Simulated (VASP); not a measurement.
## Li: single point with LDA

The system is Li.

```
CELL_PARAMETERS angstrom
3.10867 0.00000 0.00000
-1.55434 2.69219 0.00000
0.00000 0.00000 5.08389
ATOMIC_POSITIONS crystal
Li 0.33333 0.66667 0.25000
Li 0.66667 0.33333 0.75000
```

```
Program             : VASP 6.6.1
Task                : single point
Functional          : LDA
Potentials or basis : VASP PAW LDA potentials, release 64 (Li_sv)
Cutoff              : 520 eV
k mesh              : 4 × 4 × 2
Occupations         : methfessel-paxton, width 0.2 eV
Spin                : no spin polarisation
```

| Item | Value |
| --- | --- |
| Band gap on the k mesh | zero (band 3 reaches 1.13 eV, above the bottom of band 4 at -1.89 eV) |

Levels at points of the mesh, in eV from the Fermi level:
| k point | band 1 | band 2 | band 3 | band 4 | band 5 | band 6 |
| --- | --- | --- | --- | --- | --- | --- |
| (0.00, 0.00, 0.00) | -46.12 | -46.10 | -3.82 | -0.40 | 2.41 | 11.48 |
| (0.50, 0.00, 0.00) | -46.10 | -46.09 | -0.46 | 0.61 | 4.11 | 5.30 |
| (0.00, 0.00, 0.50) | -46.11 | -46.11 | -2.75 | -2.75 | 7.26 | 7.26 |
| (0.50, 0.00, 0.50) | -46.10 | -46.10 | 0.28 | 0.28 | 2.99 | 2.99 |

It took 3.1 s on 1 thread of Intel(R) Xeon(R) Platinum 8488C (Sapphire Rapids), with other jobs on the host, peak memory 0.12 GiB.

Caveat: the k points lie up to 0.62 Å⁻¹ apart.
